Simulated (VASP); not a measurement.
Input of a VASP 6.6.1 run:

File INCAR:

```
PREC = Accurate
ENCUT = 600
EDIFF = 1E-6
ISMEAR = 0
SIGMA = 0.1
LREAL = False
LASPH = True
NELM = 100
ALGO = Normal
ISIF = 3
LWAVE = False
LCHARG = False
GGA = PE
IBRION = 2
NSW = 100
EDIFFG = -0.01
```

File KPOINTS:

```
Automatic mesh
0
Gamma
  12 12 12
```

The input POSCAR:

```
GaSb3
1.0
   -3.0164291551      3.0164291551      3.0164291551
    3.0164291551     -3.0164291551      3.0164291551
    3.0164291551      3.0164291551     -3.0164291551
Ga Sb
1 3
Direct
    0.0000000000      0.0000000000      0.0000000000
    0.0000000000      0.5000000000      0.5000000000
    0.5000000000      0.0000000000      0.5000000000
    0.5000000000      0.5000000000      0.0000000000
```

Potentials or basis: VASP PAW PBE potentials, release 64 (Ga_d, Sb).

Launch:

```bash
$ cat potpaw_PBE.64/Ga_d/POTCAR potpaw_PBE.64/Sb/POTCAR > POTCAR
$ mpirun -np 1 vasp_std > vasp.out
```

Task: What does it give for the space group after relaxing (to 0.05 Å)?

Result: Im-3m (No. 229).

Task: Estimate the relaxed volume.

Result: 27.59 Å³/atom.

Final structure:
```cif
data_structure
_symmetry_space_group_name_H-M 'P 1'
_symmetry_Int_Tables_number 1
_cell_length_a 5.2337
_cell_length_b 5.2337
_cell_length_c 5.2337
_cell_angle_alpha 109.471
_cell_angle_beta 109.471
_cell_angle_gamma 109.471
_cell_volume 110.36
loop_
_atom_site_label
_atom_site_type_symbol
_atom_site_fract_x
_atom_site_fract_y
_atom_site_fract_z
_atom_site_occupancy
Ga1 Ga 0.00000 0.00000 0.00000 1
Sb1 Sb 0.00000 0.50000 0.50000 1
Sb2 Sb 0.50000 0.00000 0.50000 1
Sb3 Sb 0.50000 0.50000 0.00000 1
```
